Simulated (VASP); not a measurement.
LaMnIn: single point with PBE

LaMnIn:

```xyz
3
Lattice="4.5933 0.0000 0.0000 -2.2967 3.9779 0.0000 0.0000 0.0000 4.0966" Properties=species:S:1:pos:R:3 pbc="T T T"
La    0.0000    0.0000    0.0000
In    0.0000    2.6520    2.0483
Mn    2.2967    1.3260    2.0483
```

```yaml
Program: VASP 6.6.1
Task: single point
Functional: PBE
Potentials_or_basis: VASP PAW PBE potentials, release 64 (La, In_d, Mn_pv)
Cutoff: 520 eV
k_mesh: 6 × 6 × 6
Occupations: fermi-dirac, width 0.05 eV
Spin: collinear spin, ferromagnetic start
Starting_moments: "[0.0, 0.0, 4.0] μB"
Fixed_moment: 4 μB
Dipole_correction: no
Further_INCAR_settings: ALGO = Normal; EDIFF = 1e-06; NBANDS = 30
```

| Quantity | Value |
| --- | --- |
| Pressure | 5.7 GPa |
| Net moment | 4.00 μB per cell |
| Site moments | La -0.00; In -0.03; Mn +3.71 μB |
| Valence electrons inside the program's atomic spheres | La 8.52; In 11.66; Mn 11.51 |

Stress tensor (GPa, compression positive):
```
7.55 0.00 0.00
0.00 7.55 0.00
0.00 0.00 1.94
```

Wall time 2.4 min on 1 thread of Intel Xeon 6975P-C (shared host), peak memory 0.3 GiB.

Caveat: the total moment is fixed, so each spin has its own Fermi level.
